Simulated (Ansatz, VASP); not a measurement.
Two plane-wave programs on Re

The input INCAR:

```
  ALGO = Fast
  EDIFF = 1E-6
  EDIFFG = -0.005
  ENCUT = 600
  GGA = PS
  IBRION = 2
  ISIF = 3
  ISMEAR = 0
  LASPH = True
  LCHARG = False
  LREAL = False
  LWAVE = False
  NELM = 60
  NSW = 100
  PREC = Accurate
  SIGMA = 0.1
```

The input KPOINTS:

```
k-points
0
Gamma
  18 18 10
```

The input POSCAR:

```
Re
1.0
    2.7608000000      0.0000000000      0.0000000000
   -1.3804000000      2.3909229348      0.0000000000
    0.0000000000      0.0000000000      4.4582000000
Re
2
Direct
    0.3333333333      0.6666666667      0.2500000000
    0.6666666667      0.3333333333      0.7500000000
```

Input for Ansatz:

```yaml
crystal:
  lattice:
    - [2.7608, 0.0, 0.0]
    - [-1.3804, 2.3909229348, 0.0]
    - [0.0, 0.0, 4.4582]
  atoms:
    - { symbol: Re, position: [0.3333333333, 0.6666666667, 0.25] }
    - { symbol: Re, position: [0.6666666667, 0.3333333333, 0.75] }
basis:
  ecutwfc: 420
kpoints:
  mp_grid: { grid: [18, 18, 10] }
hamiltonian:
  xc: pbesol
scf:
  occupations: { method: gaussian, width: 0.1 }
output:
  forces: true
  stress: true
  eigenvalues: true
  write_density: true
  write_potential: true
  elf: true
  volumetric_format: npy
relax:
  adjacent_minimum: "off"
  f_tol: 0.005
  max_steps: 80
  cell: { stress_tol: 0.05 }
```

Alike in both runs: task relaxation of cell and atoms; functional PBEsol; k mesh 18 × 18 × 10; occupations gaussian, width 0.1 eV; no spin polarisation.

```csv
,VASP,Ansatz
version,VASP 6.6.1,Ansatz 0.2.0
potentials or method,"VASP PAW PBE potentials, release 64 (Re), cutoff 600 eV","scalar-relativistic, plane waves, PAW"
valence electrons in the cell,14,30
```

VASP gave:

```
gap on the k mesh at the Fermi level, each at its own relaxed structure (eV) : none
relaxed volume (Å³/atom)                                                     : 14.56
relaxed cell length with the largest relative difference (Å)                 : 2.751
```

Q: What did Ansatz give for the same quantities?

A: gap on the k mesh at the Fermi level, each at its own relaxed structure (eV): none; relaxed volume (Å³/atom): 14.55; relaxed cell length with the largest relative difference (Å): 2.750.

VASP's potentials were made for PBE, not for PBEsol. A gap of «none» marks a metal or a gap that the smearing closes. VASP's potentials hold 14 valence electrons a cell and Ansatz's 30, so a difference there can come from the potentials and not from the codes.

Spin-orbit coupling is off throughout.
